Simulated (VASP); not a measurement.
# CoSi3Ir (Pm-3m) in VASP: a series of runs

The runs below take CoSi3Ir through single point, with PBE.

Everything below comes from runs of VASP 6.6.1. Logs are shortened: lines on timing, memory, paths and dates and some standing lists are left out, and cuts for length are marked.

**1. The cell of the first run**

Symmetry: Pm-3m, No. 221, cubic system. The conventional cell has a = 4.094 Å, b = 4.094 Å, c = 4.094 Å, α = 90.00°, β = 90.00°, γ = 90.00°. Co (site symmetry m-3m) has 6 Si at 2.05 Å within 2.7 Å. Within 2.7 Å of Si (site symmetry 4/mmm) lie 2 Co at 2.05 Å. Within 3.8 Å of Ir (site symmetry m-3m) lie 12 Si at 2.89 Å and 8 Co at 3.55 Å.

**2. Single point, PBE, collinear spin, ferromagnetic start**

INCAR reads:

```
PREC     = Accurate       # precision mode
ENCUT    = 520            # plane-wave cutoff, eV
EDIFF    = 1E-7           # SCF threshold, eV
ISMEAR   = 0              # smearing method
SIGMA    = 0.1            # smearing width, eV
LREAL    = F              # projectors in reciprocal space
LASPH    = T              # aspherical terms in the spheres
NELM     = 150            # most SCF steps
ALGO     = Normal         # electronic algorithm
ISIF     = 2              # what is computed and relaxed
LWAVE    = F              # write WAVECAR
LCHARG   = F              # write CHGCAR
ISPIN    = 2              # spin polarisation
MAGMOM   = 3 0 0 0 0      # initial moments
LORBIT   = 11             # projections on sites
LMAXMIX  = 4              # l up to which the mixer works
GGA      = PE             # functional
NBANDS   = 27             # bands
```

KPOINTS reads:

```
Automatic mesh
0
Gamma
  4 4 4
```

POSCAR reads:

```
CoSi3Ir
1.0
    4.0940256400      0.0000000000      0.0000000000
    0.0000000000      4.0940256400      0.0000000000
    0.0000000000      0.0000000000      4.0940256400
Co Si Ir
1 3 1
Direct
    0.5000000000      0.5000000000      0.5000000000
    0.5000000000      0.5000000000      0.0000000000
    0.0000000000      0.5000000000      0.5000000000
    0.5000000000      0.0000000000      0.5000000000
    0.0000000000      0.0000000000      0.0000000000
```

Potentials or basis: VASP PAW PBE potentials, release 64 (Co, Si, Ir).

On the command line:

```bash
$ cat potpaw_PBE.64/Co/POTCAR potpaw_PBE.64/Si/POTCAR potpaw_PBE.64/Ir/POTCAR > POTCAR
$ mpirun -np 1 vasp_std > vasp.out
```

OUTCAR:

```text
PREC = Accurate
   ENCUT = 520
   EDIFF = 1E-7
   ISMEAR = 0
   LREAL = F
   LASPH = T
   NELM = 150
   ISIF = 2
   ISPIN = 2
   LORBIT = 11
   GGA = PE

 ion  position               nearest neighbor table
   1  0.500  0.500  0.500-   2 2.05   3 2.05   4 2.05   2 2.05   4 2.05   3 2.05
   2  0.500  0.500  0.000-   1 2.05   1 2.05   4 2.89   5 2.89   3 2.89   3 2.89   4 2.89   4 2.89
                             5 2.89   4 2.89   3 2.89   5 2.89   3 2.89   5 2.89
   3  0.000  0.500  0.500-   1 2.05   1 2.05   4 2.89   5 2.89   2 2.89   5 2.89   4 2.89   5 2.89
                             5 2.89   2 2.89   2 2.89   4 2.89   2 2.89   4 2.89
   4  0.500  0.000  0.500-   1 2.05   1 2.05   3 2.89   5 2.89   2 2.89   5 2.89   2 2.89   2 2.89
                             3 2.89   2 2.89   3 2.89   5 2.89   5 2.89   3 2.89
   5  0.000  0.000  0.000-   2 2.89   3 2.89   4 2.89   3 2.89   4 2.89   2 2.89   3 2.89   3 2.89
                             2 2.89   4 2.89   4 2.89   2 2.89

  LATTYP: Found a simple cubic cell.
 ALAT       =     4.0940256400

  Lattice vectors:

 A1 = (   4.0940256400,   0.0000000000,   0.0000000000)
 A2 = (   0.0000000000,   4.0940256400,   0.0000000000)
 A3 = (   0.0000000000,   0.0000000000,   4.0940256400)

Analysis of symmetry for initial positions (statically):
=====================================================================
 Subroutine PRICEL returns:
 Original cell was already a primitive cell.

 Routine SETGRP: Setting up the symmetry group for a
 simple cubic supercell.

 Subroutine GETGRP returns: Found 48 space group operations
 (whereof 48 operations were pure point group operations)
 out of a pool of 48 trial point group operations.

The static configuration has the point symmetry O_h .

Analysis of symmetry for dynamics (positions and initial velocities):
=====================================================================
 Subroutine PRICEL returns:
 Original cell was already a primitive cell.

 Routine SETGRP: Setting up the symmetry group for a
 simple cubic supercell.

 Subroutine GETGRP returns: Found 48 space group operations
 (whereof 48 operations were pure point group operations)
 out of a pool of 48 trial point group operations.

The dynamic configuration has the point symmetry O_h .

Analysis of structural, dynamic, and magnetic symmetry:
=====================================================================
 Subroutine PRICEL returns:
 Original cell was already a primitive cell.

 Routine SETGRP: Setting up the symmetry group for a
 simple cubic supercell.

 Subroutine GETGRP returns: Found 48 space group operations
 (whereof 48 operations were pure point group operations)
 out of a pool of 48 trial point group operations.

The overall configuration has the point symmetry O_h .

 Subroutine INISYM returns: Found 48 space group operations
 (whereof 48 operations are pure point group operations),
 and found     1 'primitive' translations

----------------------------------------------------------------------------------------

                                     Primitive cell

  volume of cell :      68.6202

  direct lattice vectors                    reciprocal lattice vectors
     4.094025640  0.000000000  0.000000000     0.244258363  0.000000000  0.000000000
     0.000000000  4.094025640  0.000000000     0.000000000  0.244258363  0.000000000
     0.000000000  0.000000000  4.094025640     0.000000000  0.000000000  0.244258363

  length of vectors
     4.094025640  4.094025640  4.094025640     0.244258363  0.244258363  0.244258363

  position of ions in fractional coordinates (direct lattice)
     0.500000000  0.500000000  0.500000000
     0.500000000  0.500000000  0.000000000
     0.000000000  0.500000000  0.500000000
     0.500000000  0.000000000  0.500000000
     0.000000000  0.000000000  0.000000000

  ion indices of the primitive-cell ions
   primitive index   ion index
                 1           1
                 2           2
                 3           3
                 4           4
                 5           5

[... 33 lines left out ...]
  0.500000  0.500000  0.000000      3.000000
  0.250000  0.250000  0.250000      8.000000
  0.500000  0.250000  0.250000     12.000000
  0.500000  0.500000  0.250000      6.000000
  0.500000  0.500000  0.500000      1.000000
   k-points           NKPTS =     10   k-points in BZ     NKDIM =     10   number of bands    NBANDS=     27
   number of dos      NEDOS =    301   number of ions     NIONS =      5
   total plane-waves  NPLWV =  27000
   dimension x,y,z NGX =    30 NGY =   30 NGZ =   30
   dimension x,y,z NGXF=    60 NGYF=   60 NGZF=   60
   ions per type =               1   3   1
   NGX,Y,Z   is equivalent  to a cutoff of  12.18, 12.18, 12.18 a.u.
   NGXF,Y,Z  is equivalent  to a cutoff of  24.36, 24.36, 24.36 a.u.
 SYSTEM =  unknown system
   PREC   = accura    normal or accurate (medium, high low for compatibility)
   ISTART =      0    job   : 0-new  1-cont  2-samecut
   ICHARG =      2    charge: 1-file 2-atom 10-const
   ISPIN  =      2    spin polarized calculation?
   LNONCOLLINEAR =      F non collinear calculations
   LSORBIT =      F    spin-orbit coupling
   LASPH  =      T    aspherical Exc in radial PAW
   ENCUT  =  520.0 eV  38.22 Ry    6.18 a.u.   7.61  7.61  7.61*2*pi/ulx,y,z
   NELM   =    150;   NELMIN=  2; NELMDL= -5     # of ELM steps
   EDIFF  = 0.1E-06   stopping-criterion for ELM
   LREAL  =      F    real-space projection
   EDIFFG = 0.1E-05   stopping-criterion for IOM
   NSW    =      0    number of steps for IOM
   IBRION =     -1    ionic relax: 0-MD 1-quasi-New 2-CG
   NFREE  =      0    steps in history (QN), initial steepest desc. (CG)
   ISIF   =      2    stress and relaxation
   ISYM   =      2    0-nonsym 1-usesym 2-fastsym
   POTIM  = 0.5000    time-step for ionic-motion
   TEBEG  =    0.0;   TEEND  =   0.0 temperature during run
   PSTRESS=    0.0 pullay stress
   NELECT =      30.0000    total number of electrons
   NUPDOWN=      -1.0000    fix difference up-down
   EMIN   =  10.00;   EMAX   =-10.00  energy-range for DOS
   EFERMI =   0.00;   METHOD = LEGACY
   ISMEAR =     0;   SIGMA  =   0.10  broadening in eV -4-tet -1-fermi 0-gaus
   EFERMI_NEDOS =   21; number of points for ismear=-14 and -15
   IALGO  =     38    algorithm
   IMIX   =      4    mixing-type and parameters
     AMIX     =   0.40;   BMIX     =  1.00
     AMIX_MAG =   1.60;   BMIX_MAG =  1.00
  volume/ion in A,a.u.               =      13.72        92.61
  Fermi-wavevector in a.u.,A,eV,Ry     =   1.242505  2.347993 21.004917  1.543818
  Thomas-Fermi vector in A             =   2.376856
   LORBIT       =     11    0 simple, 1 ext, 2 COOP (PROOUT), +10 PAW based schemes
   GGA     = PE    functional components
   LHFCALC =     F    Hartree Fock is set to
   AEXX    =    0.0000 exact exchange contribution
   IVDW    =     0    specifies the selected vdW correction
   LEPSILON=     F    determine dielectric tensor
   LRPA    =     F    only Hartree local field effects (RPA)
 spin polarized calculation
 Gauss-broadening in eV      SIGMA  =   0.10
  energy-cutoff  :      520.00
  volume of cell :       68.62
 maximum number of plane-waves:      1856
   NGX = 15   NGY = 15   NGZ = 15

 number of electron      30.0000005 magnetization      -0.0004897

 number of electron      30.0000005 magnetization       0.0000087

 Free energy of the ion-electron system (eV)
  ---------------------------------------------------
  ext. energy  EPLUGINS =         0.00000000
  ---------------------------------------------------
  free energy    TOTEN  =       -29.35655223 eV

  energy without entropy =      -29.34559066  energy(sigma->0) =      -29.35107144

 E-fermi :  10.1174     XC(G=0): -11.9552

 val. band max:       10.0819017023   @ k =   0.2500   0.0000   0.0000
 cond. band min:      10.2667924103   @ k =   0.5000   0.2500   0.2500
 fundamental gap:      0.1848907080
 Fermi energy:        10.1174136158

 spin component 1

 k-point     1 :       0.0000    0.0000    0.0000
  band No.  band energies     occupation
      1      -3.2417      1.00000
      2       2.5758      1.00000
      3       2.5758      1.00000
      4       5.3739      1.00000
      5       5.3739      1.00000
      6       5.3739      1.00000
[... 289 lines left out ...]
     26      19.5190      0.00000
     27      19.7949      0.00000
 Fermi energy:        10.1174136158

 spin component 2

 k-point     1 :       0.0000    0.0000    0.0000
  band No.  band energies     occupation
      1      -3.2417      1.00000
      2       2.5758      1.00000
      3       2.5758      1.00000
      4       5.3739      1.00000
      5       5.3739      1.00000
      6       5.3739      1.00000
[... 289 lines left out ...]
     26      19.5191      0.00000
     27      19.7949      0.00000

------------------------ aborting loop because EDIFF is reached ----------------------------------------

  FORCE on cell =-STRESS in cart. coord.  units (eV):
  Direction    XX          YY          ZZ          XY          YZ          ZX
  --------------------------------------------------------------------------------------
  -------------------------------------------------------------------------------------
  Total        8.1334191      8.1334191      8.1334191     -0.0000000     -0.0000000      0.0000000
  in kB      189.9031018    189.9031018    189.9031018     -0.0000000     -0.0000000      0.0000000
  external PRESSURE =     189.9031018 kB  Pullay stress =       0.0000000 kB

 VOLUME and BASIS-vectors are now :
 -----------------------------------------------------------------------------
  energy-cutoff  :      520.00
  volume of cell :       68.62
      direct lattice vectors                 reciprocal lattice vectors
     4.094025640  0.000000000  0.000000000     0.244258363  0.000000000  0.000000000
     0.000000000  4.094025640  0.000000000     0.000000000  0.244258363  0.000000000
     0.000000000  0.000000000  4.094025640     0.000000000  0.000000000  0.244258363

 POSITION                                       TOTAL-FORCE (eV/Angst)
 -----------------------------------------------------------------------------------
      2.04701      2.04701      2.04701         0.000000      0.000000      0.000000
      2.04701      2.04701      0.00000         0.000000      0.000000      0.000000
      0.00000      2.04701      2.04701         0.000000      0.000000      0.000000
      2.04701      0.00000      2.04701         0.000000      0.000000      0.000000
      0.00000      0.00000      0.00000         0.000000      0.000000      0.000000
 -----------------------------------------------------------------------------------
    total drift:                                0.000000      0.000000      0.000000

  FREE ENERGIE OF THE ION-ELECTRON SYSTEM (eV)
  ---------------------------------------------------
  free  energy   TOTEN  =       -29.3565522316 eV

  energy  without entropy=      -29.3455906575  energy(sigma->0) =      -29.35107144

 total charge

# of ion       s       p       d       tot
------------------------------------------
    1        0.696   1.047   7.886   9.630
    2        0.806   0.796   0.000   1.602
    3        0.806   0.796   0.000   1.602
    4        0.806   0.796   0.000   1.602
    5        0.710   0.248   7.203   8.161
--------------------------------------------------
tot          3.823   3.683  15.089  22.596

 magnetization (x)

# of ion       s       p       d       tot
------------------------------------------
    1        0.000   0.000  -0.000  -0.000
    2       -0.000  -0.000   0.000  -0.000
    3       -0.000  -0.000   0.000  -0.000
    4       -0.000  -0.000   0.000  -0.000
    5        0.000  -0.000   0.000   0.000
--------------------------------------------------
tot          0.000   0.000   0.000   0.000
```

Run time: 36 s. Hardware: 1 thread of Intel Xeon Platinum 8559C (Emerald Rapids), shared host; peak memory 0.2 GiB.

What came out:

- Free energy: -29.3566 eV
- Pressure: 19.0 GPa
- Band gap on the k mesh: zero (filled and empty bands overlap)
- Net moment: 0.00 μB per cell
- Valence electrons inside the program's atomic spheres: Co 9.63; Si 1.60; Ir 8.16

Levels at points of the mesh, in eV from the Fermi level:
Spin up:
| k point | band 11 | band 12 | band 13 | band 14 | band 15 | band 16 | band 17 | band 18 | band 19 | band 20 |
| --- | --- | --- | --- | --- | --- | --- | --- | --- | --- | --- |
| (0.00, 0.00, 0.00) | -2.88 | -1.69 | -1.69 | -1.69 | -1.08 | 1.58 | 1.58 | 1.99 | 1.99 | 1.99 |
| (0.50, 0.00, 0.00) | -2.01 | -1.82 | -0.08 | -0.08 | -0.06 | 0.16 | 0.71 | 0.90 | 0.90 | 3.45 |
| (0.50, 0.50, 0.00) | -1.75 | -1.75 | -1.48 | -1.40 | -1.37 | 0.24 | 0.24 | 2.67 | 3.68 | 4.02 |
| (0.50, 0.50, 0.50) | -1.35 | -1.35 | -1.07 | -1.07 | -1.07 | -0.32 | -0.32 | -0.32 | 6.52 | 6.52 |
Spin down:
```
           k point  band 12  band 13  band 14  band 15  band 16  band 17  band 18  band 19
(0.00, 0.00, 0.00)    -1.69    -1.69    -1.69    -1.08     1.58     1.58     1.99     1.99
(0.50, 0.00, 0.00)    -1.82    -0.08    -0.08    -0.06     0.16     0.71     0.90     0.90
(0.50, 0.50, 0.00)    -1.75    -1.48    -1.40    -1.37     0.24     0.24     2.67     3.68
(0.50, 0.50, 0.50)    -1.35    -1.07    -1.07    -1.07    -0.32    -0.32    -0.32     6.52
```

Caveat: the k points lie up to 0.38 Å⁻¹ apart; the starting moments collapsed, and a magnetic state may lie lower; spin-orbit coupling is left out, which moves the levels of the heavy elements.

**3. Single point, PBE, collinear spin, ferromagnetic start**

This run uses another cell than the first one, of 15.32 Å³/atom, 1.116 times its volume.

INCAR reads:

```
PREC = Accurate
ENCUT = 520
EDIFF = 1E-6
ISMEAR = 0
SIGMA = 0.1
LREAL = F
LASPH = T
NELM = 150
ALGO = Normal
ISIF = 2
LWAVE = F
LCHARG = F
ISPIN = 2
MAGMOM = 3 0 0 0 0
LORBIT = 11
LMAXMIX = 4
GGA = PE
NBANDS = 27
```

KPOINTS reads:

```
regular mesh
0
Gamma
  4 4 4
```

Changes to POSCAR since step 2:

```diff
@@ -2,5 +2,5 @@
 1.0
-    4.0940256400      0.0000000000      0.0000000000
-    0.0000000000      4.0940256400      0.0000000000
-    0.0000000000      0.0000000000      4.0940256400
+    4.2471285625      0.0000000000      0.0000000000
+    0.0000000000      4.2471285625      0.0000000000
+    0.0000000000      0.0000000000      4.2471285625
 Co Si Ir
```

Potentials or basis: VASP PAW PBE potentials, release 64 (Co, Si, Ir).

On the command line:

```bash
$ cat potpaw_PBE.64/Co/POTCAR potpaw_PBE.64/Si/POTCAR potpaw_PBE.64/Ir/POTCAR > POTCAR
$ mpirun -np 1 vasp_std > vasp.out
```

Run time: 28 s. Hardware: 1 thread of Intel Xeon Platinum 8559C (Emerald Rapids), shared host; peak memory 0.21 GiB.

Results (log left out):

* Free energy: -29.7831 eV
* Pressure: -0.1 GPa
* Band gap on the k mesh: zero (filled and empty bands overlap)
* Net moment: 0.00 μB per cell
* Valence electrons inside the program's atomic spheres: Co 9.24; Si 1.55; Ir 7.98

Levels at points of the mesh, in eV from the Fermi level:
Spin up:
```csv
k point,band 13,band 14,band 15,band 16,band 17,band 18
"(0.00, 0.00, 0.00)",-1.29,-1.29,-0.92,1.20,1.20,2.04
"(0.50, 0.00, 0.00)",-0.23,0.00,0.00,0.05,0.90,0.99
"(0.50, 0.50, 0.00)",-1.10,-1.08,-1.06,0.33,0.33,2.18
"(0.50, 0.50, 0.50)",-0.80,-0.80,-0.80,-0.25,-0.25,-0.25
```
Spin down:
```tsv
k point	band 11	band 12	band 13	band 14	band 15	band 16	band 17	band 18	band 19	band 20
(0.00, 0.00, 0.00)	-2.30	-1.29	-1.29	-1.29	-0.92	1.20	1.20	2.04	2.04	2.04
(0.50, 0.00, 0.00)	-1.52	-1.49	-0.23	0.00	0.00	0.05	0.90	0.99	0.99	3.19
(0.50, 0.50, 0.00)	-1.39	-1.39	-1.10	-1.08	-1.06	0.33	0.33	2.18	3.67	3.67
(0.50, 0.50, 0.50)	-0.99	-0.99	-0.80	-0.80	-0.80	-0.25	-0.25	-0.25	5.99	5.99
```

Caveat: the k points lie up to 0.37 Å⁻¹ apart; the starting moments collapsed, and a magnetic state may lie lower; spin-orbit coupling is left out, which moves the levels of the heavy elements.
